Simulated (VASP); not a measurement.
Runs of VASP 6.6.1 on HfPt2. The structure is that of space group P6/mmm (No. 191), or close to it. The cells are those of the table. 

```csv
task,cell,k mesh,cutoff (eV),gap on the mesh (eV),pressure (GPa),relaxed volume (Å³/atom)
single point,"a = 4.511, b = 4.511, c = 2.868 Å, angles 90.0, 90.0, 120.0°, 3 atoms",6 × 6 × 6,520,none,6.5,-
single point,"a = 4.600, b = 4.600, c = 2.853 Å, angles 90.0, 90.0, 120.0°, 3 atoms",12 × 12 × 16,520,none,-1.0,-
single point,"a = 4.612, b = 4.612, c = 2.822 Å, angles 90.0, 90.0, 120.0°, 3 atoms",6 × 6 × 6,520,none,-1.0,-
relaxation of cell and atoms,"relaxed from a = 4.511, b = 4.511, c = 2.868 Å, angles 90.0, 90.0, 120.0°, 3 atoms",6 × 6 × 6,600,none,-0.2,17.26
relaxation of cell and atoms,"relaxed from a = 4.612, b = 4.612, c = 2.822 Å, angles 90.0, 90.0, 120.0°, 3 atoms",12 × 12 × 16,600,none,0.0,(a)
```

Alike in all rows: level PBE; potentials or basis VASP PAW PBE potentials, release 64 (Hf_pv, Pt); no spin polarisation; smearing gaussian 0.1 eV.

Question: Estimate the missing entries.

Answer: (a) 17.34.

Caveats: some runs use coarse meshes; spin-orbit coupling is left out, which moves the levels of the heavy elements.

A k mesh can miss the band edges, and the runs leave out spin-orbit coupling on Hf, Pt.

A gap of «none» marks levels without a gap at the run's occupations.
